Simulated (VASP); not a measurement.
# Au in VASP: notebook

The runs below take Au through single point, with PBE, LDA.

All numbers are computed with VASP 6.6.1; they aren't measurements. Logs are shortened: lines on timing, memory, paths and dates and some standing lists are left out, and cuts for length are marked.

## (1) The cell of the first run

The cell holds a slab with vacuum, 7 atoms: a = 2.884 Å, b = 2.884 Å, c = 52.053 Å, α = 90.00°, β = 90.00°, γ = 120.00°.

## (2) Single point, PBE

The input, INCAR:

```
SYSTEM = Au
  PREC = Accurate
  ENCUT = 400
  EDIFF = 1E-6
  ISMEAR = 0
  SIGMA = 0.1
  LREAL = .FALSE.
  LASPH = .TRUE.
  NELM = 120
  ALGO = Normal
  ISIF = 2
  LWAVE = .FALSE.
  LCHARG = .FALSE.
  LDIPOL = .TRUE.
  IDIPOL = 3
  DIPOL = 0.5 0.5 0.309
  GGA = PE
  NBANDS = 48
  GGA_COMPAT = .FALSE.
  NELMDL = -8
```

The input, KPOINTS:

```
regular mesh
0
G
  16 16 1
  0 0 0
```

The input, POSCAR:

```
Au
1.0
    2.8835814537      0.0000000000      0.0000000000
   -1.4417907268      2.4972547928      0.0000000000
    0.0000000000      0.0000000000     52.0532127667
Au
7
Direct
    0.0000000000      0.0000000000      0.1659364487
    0.3333333333      0.6666666667      0.2141248254
    0.6666666667      0.3333333333      0.2613255464
    0.0000000000      0.0000000000      0.3085938857
    0.3333333333      0.6666666667      0.3558622251
    0.6666666667      0.3333333333      0.4030629461
    0.0000000000      0.0000000000      0.4512513228
```

Potentials or basis: VASP PAW PBE potentials, release 64 (Au).

The run is started by

```console
> cat potpaw_PBE.64/Au/POTCAR > POTCAR
> mpirun -np 1 vasp_std > vasp.out
```

OUTCAR:

```text
SYSTEM = Au
   PREC = Accurate
   ENCUT = 400
   EDIFF = 1E-6
   ISMEAR = 0
   LREAL = .FALSE.
   LASPH = .TRUE.
   NELM = 120
   ISIF = 2
   GGA = PE
   NELMDL = -8

 ion  position               nearest neighbor table
   1  0.000  0.000  0.166-   2 3.01   2 3.01   2 3.01
   2  0.333  0.667  0.214-   3 2.97   3 2.97   3 2.97   1 3.01   1 3.01   1 3.01
   3  0.667  0.333  0.261-   2 2.97   2 2.97   2 2.97   4 2.97   4 2.97   4 2.97
   4  0.000  0.000  0.309-   3 2.97   3 2.97   3 2.97   5 2.97   5 2.97   5 2.97
   5  0.333  0.667  0.356-   6 2.97   6 2.97   6 2.97   4 2.97   4 2.97   4 2.97
   6  0.667  0.333  0.403-   5 2.97   5 2.97   5 2.97   7 3.01   7 3.01   7 3.01
   7  0.000  0.000  0.451-   6 3.01   6 3.01   6 3.01

  LATTYP: Found a hexagonal cell.
 ALAT       =     2.8835814537
 C/A-ratio  =    18.0515839772

  Lattice vectors:

 A1 = (   2.8835814537,   0.0000000000,   0.0000000000)
 A2 = (  -1.4417907268,   2.4972547928,   0.0000000000)
 A3 = (   0.0000000000,   0.0000000000,  52.0532127667)

Analysis of symmetry for initial positions (statically):
=====================================================================
 Subroutine PRICEL returns:
 Original cell was already a primitive cell.

 Routine SETGRP: Setting up the symmetry group for a
 hexagonal supercell.

 Subroutine GETGRP returns: Found 12 space group operations
 (whereof  6 operations were pure point group operations)
 out of a pool of 24 trial point group operations.

The static configuration has the point symmetry C_3v.
 The point group associated with its full space group is D_3d.

Analysis of symmetry for dynamics (positions and initial velocities):
=====================================================================
 Subroutine PRICEL returns:
 Original cell was already a primitive cell.

 Routine SETGRP: Setting up the symmetry group for a
 hexagonal supercell.

 Subroutine GETGRP returns: Found 12 space group operations
 (whereof  6 operations were pure point group operations)
 out of a pool of 24 trial point group operations.

The dynamic configuration has the point symmetry C_3v.
 The point group associated with its full space group is D_3d.

 Subroutine INISYM returns: Found 12 space group operations
 (whereof  6 operations are pure point group operations),
 and found     1 'primitive' translations

----------------------------------------------------------------------------------------

                                     Primitive cell

  volume of cell :     374.8371

  direct lattice vectors                    reciprocal lattice vectors
     2.883581454  0.000000000  0.000000000     0.346790967  0.200219858  0.000000000
    -1.441790727  2.497254793  0.000000000     0.000000000  0.400439716  0.000000000
     0.000000000  0.000000000 52.053212767     0.000000000  0.000000000  0.019211110

  length of vectors
     2.883581454  2.883581454 52.053212767     0.400439716  0.400439716  0.019211110

  position of ions in fractional coordinates (direct lattice)
     0.000000000  0.000000000  0.165936449
     0.333333333  0.666666667  0.214124825
     0.666666667  0.333333333  0.261325546
     0.000000000  0.000000000  0.308593886
     0.333333333  0.666666667  0.355862225
     0.666666667  0.333333333  0.403062946
     0.000000000  0.000000000  0.451251323

  ion indices of the primitive-cell ions
   primitive index   ion index
                 1           1
                 2           2
                 3           3
                 4           4
                 5           5
                 6           6
                 7           7

----------------------------------------------------------------------------------------

 KPOINTS: regular mesh

Automatic generation of k-mesh.
 Grid dimensions read from file:
 generate k-points for:   16   16    1

 Generating k-lattice:

  Cartesian coordinates                     Fractional coordinates (reciprocal lattice)
     0.021674435  0.012513741  0.000000000     0.062500000  0.000000000  0.000000000
     0.000000000  0.025027482  0.000000000     0.000000000  0.062500000  0.000000000
     0.000000000  0.000000000  0.019211110     0.000000000  0.000000000  1.000000000

  Length of vectors
     0.025027482  0.025027482  0.019211110

  Shift w.r.t. Gamma in fractional coordinates (k-lattice)
     0.000000000  0.000000000  0.000000000

 Subroutine IBZKPT returns following result:
 ===========================================

 Found     30 irreducible k-points:

 Following reciprocal coordinates:
            Coordinates               Weight
  0.000000  0.000000  0.000000      1.000000
  0.062500 -0.000000  0.000000      6.000000
  0.125000 -0.000000  0.000000      6.000000
  0.187500 -0.000000  0.000000      6.000000
  0.250000 -0.000000  0.000000      6.000000
  0.312500  0.000000  0.000000      6.000000
[... 16 lines left out ...]
  0.187500  0.187500  0.000000      6.000000
  0.250000  0.187500  0.000000     12.000000
 [... further k-points ...]
   k-points           NKPTS =     30   k-points in BZ     NKDIM =     30   number of bands    NBANDS=     48
   number of dos      NEDOS =    301   number of ions     NIONS =      7
   total plane-waves  NPLWV = 140000
   dimension x,y,z NGX =    20 NGY =   20 NGZ =  350
   dimension x,y,z NGXF=    40 NGYF=   40 NGZF=  700
   ions per type =               7
   NGX,Y,Z   is equivalent  to a cutoff of  11.53, 11.53, 11.18 a.u.
   NGXF,Y,Z  is equivalent  to a cutoff of  23.06, 23.06, 22.36 a.u.
 SYSTEM =  Au
   PREC   = accura    normal or accurate (medium, high low for compatibility)
   ISTART =      0    job   : 0-new  1-cont  2-samecut
   ICHARG =      2    charge: 1-file 2-atom 10-const
   ISPIN  =      1    spin polarized calculation?
   LNONCOLLINEAR =      F non collinear calculations
   LSORBIT =      F    spin-orbit coupling
   LASPH  =      T    aspherical Exc in radial PAW
   ENCUT  =  400.0 eV  29.40 Ry    5.42 a.u.   4.70  4.70 84.89*2*pi/ulx,y,z
   NELM   =    120;   NELMIN=  2; NELMDL= -8     # of ELM steps
   EDIFF  = 0.1E-05   stopping-criterion for ELM
   LREAL  =      F    real-space projection
   EDIFFG = 0.1E-04   stopping-criterion for IOM
   NSW    =      0    number of steps for IOM
   IBRION =     -1    ionic relax: 0-MD 1-quasi-New 2-CG
   NFREE  =      0    steps in history (QN), initial steepest desc. (CG)
   ISIF   =      2    stress and relaxation
   ISYM   =      2    0-nonsym 1-usesym 2-fastsym
   POTIM  = 0.5000    time-step for ionic-motion
   TEBEG  =    0.0;   TEEND  =   0.0 temperature during run
   PSTRESS=    0.0 pullay stress
   NELECT =      77.0000    total number of electrons
   NUPDOWN=      -1.0000    fix difference up-down
   EMIN   =  10.00;   EMAX   =-10.00  energy-range for DOS
   EFERMI =   0.00;   METHOD = LEGACY
   ISMEAR =     0;   SIGMA  =   0.10  broadening in eV -4-tet -1-fermi 0-gaus
   EFERMI_NEDOS =   21; number of points for ismear=-14 and -15
   IALGO  =     38    algorithm
   IMIX   =      4    mixing-type and parameters
     AMIX     =   0.40;   BMIX     =  1.00
     AMIX_MAG =   1.60;   BMIX_MAG =  1.00
  volume/ion in A,a.u.               =      53.55       361.36
  Fermi-wavevector in a.u.,A,eV,Ry     =   0.965956  1.825393 12.695213  0.933072
  Thomas-Fermi vector in A             =   2.095717
   LORBIT       =      0    0 simple, 1 ext, 2 COOP (PROOUT), +10 PAW based schemes
   GGA     = PE    functional components
   LHFCALC =     F    Hartree Fock is set to
   AEXX    =    0.0000 exact exchange contribution
   IVDW    =     0    specifies the selected vdW correction
   LEPSILON=     F    determine dielectric tensor
   LRPA    =     F    only Hartree local field effects (RPA)
 non-spin polarized calculation
 Gauss-broadening in eV      SIGMA  =   0.10
  energy-cutoff  :      400.00
  volume of cell :      374.84
 maximum number of plane-waves:      6865
 NGX is ok and might be reduce to    20
   NGX =  9   NGY =  9   NGZ =169

 dipolmoment           0.000000      0.000000      0.000000 electrons x Angstroem

 number of electron      77.0000020 magnetization

 dipolmoment           0.000000      0.000000     -0.000001 electrons x Angstroem

 Free energy of the ion-electron system (eV)
  ---------------------------------------------------
  ext. energy  EPLUGINS =         0.00000000
  ---------------------------------------------------
  free energy    TOTEN  =       -21.93702394 eV

  energy without entropy =      -21.92432809  energy(sigma->0) =      -21.93067601

 E-fermi :  -0.6461     XC(G=0):  -4.5076

 val. band max:       -0.6614884344   @ k =   0.2500   0.2500   0.0000
 cond. band min:      -0.6412081099   @ k =   0.0625   0.0625   0.0000
 fundamental gap:      0.0202803245
 Fermi energy:        -0.6460944600

 k-point     1 :       0.0000    0.0000    0.0000
  band No.  band energies     occupation
      1      -9.9016      2.00000
      2      -9.4492      2.00000
      3      -8.8089      2.00000
      4      -8.1943      2.00000
      5      -7.8047      2.00000
      6      -7.5627      2.00000
[... 40 lines left out ...]
     47       4.6217      0.00000
     48       4.6330      0.00000

 k-point     2 :       0.0625   -0.0000    0.0000
  band No.  band energies     occupation
      1      -9.7799      2.00000
      2      -9.3289      2.00000
      3      -8.6893      2.00000
      4      -8.0747      2.00000
      5      -7.6918      2.00000
      6      -7.4497      2.00000
[... 40 lines left out ...]
     47       4.7161      0.00000
     48       4.7250      0.00000

 k-point     3 :       0.1250   -0.0000    0.0000
  band No.  band energies     occupation
      1      -9.4258      2.00000
      2      -8.9814      2.00000
      3      -8.3482      2.00000
      4      -7.7372      2.00000
      5      -7.3775      2.00000
      6      -7.1320      2.00000
[... 1060 lines left out ...]
     47       7.1271      0.00000
     48       7.1339      0.00000

 k-point    24 :       0.2500    0.1875    0.0000
  band No.  band energies     occupation
      1      -6.8640      2.00000
      2      -6.6956      2.00000
      3      -6.6194      2.00000
      4      -6.4201      2.00000
      5      -6.2692      2.00000
      6      -6.1750      2.00000
[... 40 lines left out ...]
     47       6.6001      0.00000
     48       6.9080      0.00000

 [... further k-points ...]

------------------------ aborting loop because EDIFF is reached ----------------------------------------

 vacuum level on the upper side and lower side of the slab       (xc-potential included)        -0.280        -0.279

  FORCE on cell =-STRESS in cart. coord.  units (eV):
  Direction    XX          YY          ZZ          XY          YZ          ZX
  --------------------------------------------------------------------------------------
  -------------------------------------------------------------------------------------
  Total       -0.4561630     -0.4561630     -0.1240166     -0.0000000     -0.0000000     -0.0000000
  in kB       -1.9497907     -1.9497907     -0.5300877     -0.0000000     -0.0000000     -0.0000000
  external PRESSURE =      -1.4765564 kB  Pullay stress =       0.0000000 kB

 VOLUME and BASIS-vectors are now :
 -----------------------------------------------------------------------------
  energy-cutoff  :      400.00
  volume of cell :      374.84
      direct lattice vectors                 reciprocal lattice vectors
     2.883581454  0.000000000  0.000000000     0.346790967  0.200219858  0.000000000
    -1.441790727  2.497254793  0.000000000     0.000000000  0.400439716  0.000000000
     0.000000000  0.000000000 52.053212767     0.000000000  0.000000000  0.019211110

 POSITION                                       TOTAL-FORCE (eV/Angst)
 -----------------------------------------------------------------------------------
      0.00000      0.00000      8.63753        -0.000000      0.000000      0.004515
     -0.00000      1.66484     11.14589         0.000000     -0.000000     -0.001456
      1.44179      0.83242     13.60283        -0.000000      0.000000      0.005989
      0.00000      0.00000     16.06330        -0.000000      0.000000     -0.000000
     -0.00000      1.66484     18.52377        -0.000000     -0.000000     -0.005989
      1.44179      0.83242     20.98072         0.000000      0.000000      0.001456
      0.00000      0.00000     23.48908         0.000000     -0.000000     -0.004515
 -----------------------------------------------------------------------------------
    total drift:                                0.000000     -0.000000     -0.000004

  FREE ENERGIE OF THE ION-ELECTRON SYSTEM (eV)
  ---------------------------------------------------
  free  energy   TOTEN  =       -21.9370239435 eV

  energy  without entropy=      -21.9243280855  energy(sigma->0) =      -21.93067601

 vacuum level on the upper side and lower side of the slab         4.364         4.365
```

Run time: 19 min. Hardware: 1 thread of Oxide Virtual Turin-like, shared host; peak memory 0.46 GiB.

What came out:

```yaml
Free_energy: -21.9370 eV
Largest_force: 0.006 eV/Å
Band_gap_on_the_k_mesh: zero (an odd number of electrons rules out a gap without spin polarisation)
```

Forces on the atoms (eV/Å):
```
Au   0.000  0.000  0.005
Au   0.000  0.000 -0.001
Au   0.000  0.000  0.006
Au   0.000  0.000  0.000
Au   0.000  0.000 -0.006
Au   0.000  0.000  0.001
Au   0.000  0.000 -0.005
```

Caveat: spin-orbit coupling is left out, which moves the levels of the heavy elements.

(Part 1 of 2 ends here.)

The gap in the log of VASP goes by the Fermi energy; the results here count the filled bands.